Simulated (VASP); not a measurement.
Input of a VASP 6.6.1 run:

File INCAR:

```
PREC = Accurate ; ENCUT = 520
EDIFF = 1E-6 ; ISMEAR = -1
SIGMA = 0.03 ; LREAL = False
LASPH = True ; NELM = 80
ALGO = Normal ; ISIF = 2
LWAVE = False ; LCHARG = False
NBANDS = 16
```

Contents of KPOINTS:

```
regular mesh
0
Gamma
  10 10 10
```

File POSCAR:

```
InSb
1.0
    0.0000000000      3.2067090000      3.2391000000
    3.2067090000      0.0000000000      3.2391000000
    3.2067090000      3.2067090000      0.0000000000
In Sb
1 1
Direct
    0.0000000000      0.0000000000      0.0000000000
    0.7500000000      0.7500000000      0.7500000000
```

Potentials or basis: VASP PAW LDA potentials, release 64 (In_d, Sb).

Command:

```console
$ cat potpaw_LDA.64/In_d/POTCAR potpaw_LDA.64/Sb/POTCAR > POTCAR
$ mpirun -np 1 vasp_std > vasp.out
```

What does it give for the band gap on the k mesh?

Zero (filled and empty bands touch).

What does it give for the pressure?

0.4 GPa.

Stress tensor (GPa, compression positive):
```
0.52 0.00 0.00
0.00 0.52 0.00
0.00 0.00 0.22
```

Caveat: the cell differs from its parent crystal (equal xx and yy strain of -1 %); spin-orbit coupling is left out, which moves the levels of the heavy elements.
